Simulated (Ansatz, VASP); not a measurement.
BN: VASP beside Ansatz

The input INCAR:

```
SYSTEM = BN
PREC     = Accurate       ! precision mode
ENCUT    = 520            ! plane-wave cutoff, eV
EDIFF    = 1E-7           ! SCF threshold, eV
ISMEAR   = 0              ! smearing method
SIGMA    = 0.05           ! smearing width, eV
LREAL    = .FALSE.        ! projectors in reciprocal space
LASPH    = .TRUE.         ! aspherical terms in the spheres
NELM     = 100            ! most SCF steps
ALGO     = Normal         ! electronic algorithm
ISIF     = 2              ! what is computed and relaxed
LWAVE    = .FALSE.        ! write WAVECAR
LCHARG   = .FALSE.        ! write CHGCAR
GGA      = PE             ! functional
IVDW     = 12             ! dispersion correction
NBANDS   = 11             ! bands
```

Contents of KPOINTS:

```
regular mesh
0
G
  12 12 12
  0 0 0
```

The input POSCAR:

```
BN
1.0
    0.0000000000      3.3394821895      2.1688319106
    1.2538424675      0.0000000000      2.1688319106
    1.2538424675      3.3394821895      0.0000000000
B N
1 1
Direct
    0.0001068737      0.0001068737      0.9998931263
    0.6320122898      0.6320122898      0.3679877102
```

Input for Ansatz:

```yaml
crystal:
  lattice:
    - [0.0, 3.3394821895, 2.1688319106]
    - [1.2538424675, 0.0, 2.1688319106]
    - [1.2538424675, 3.3394821895, 0.0]
  atoms:
    - { symbol: B, position: [0.0001068737, 0.0001068737, 0.9998931263] }
    - { symbol: "N", position: [0.6320122898, 0.6320122898, 0.3679877102] }
basis:
  ecutwfc: 420
kpoints:
  mp_grid: { grid: [12, 12, 12] }
hamiltonian:
  xc: pbe
  dispersion: d3bj
scf:
  occupations: { method: gaussian, width: 0.05 }
output:
  forces: true
  stress: true
  eigenvalues: true
```

Change from the starting cell: all N atoms moved -0.150 Å, as atom 2 along Cartesian [0 0 1].

Alike in both runs: task single point; functional PBE; dispersion D3(BJ); k mesh 12 × 12 × 12; occupations gaussian, width 0.05 eV; no spin polarisation.

|  | VASP | Ansatz |
| --- | --- | --- |
| version | VASP 6.6.1 | Ansatz 0.2.0 |
| potentials or method | VASP PAW PBE potentials, release 64 (B, N), cutoff 520 eV | scalar-relativistic, plane waves, PAW |
| valence electrons in the cell | 8 | 8 |

```tsv
	VASP	Ansatz	Ansatz less VASP
gap on the k mesh at the Fermi level (eV)	3.79	3.79	+0.005
least direct gap on the mesh (eV)	4.62	4.63	+0.004
pressure (GPa)	7.0	7.1	+0.06
traceless stress, the component that is largest in VASP (GPa)	18.11	18.04	-0.070
rms of the force components (eV/Å)	2.741	2.749	+0.0080
```

Atom by atom the forces differ by 0.008 eV/Å (rms over components).
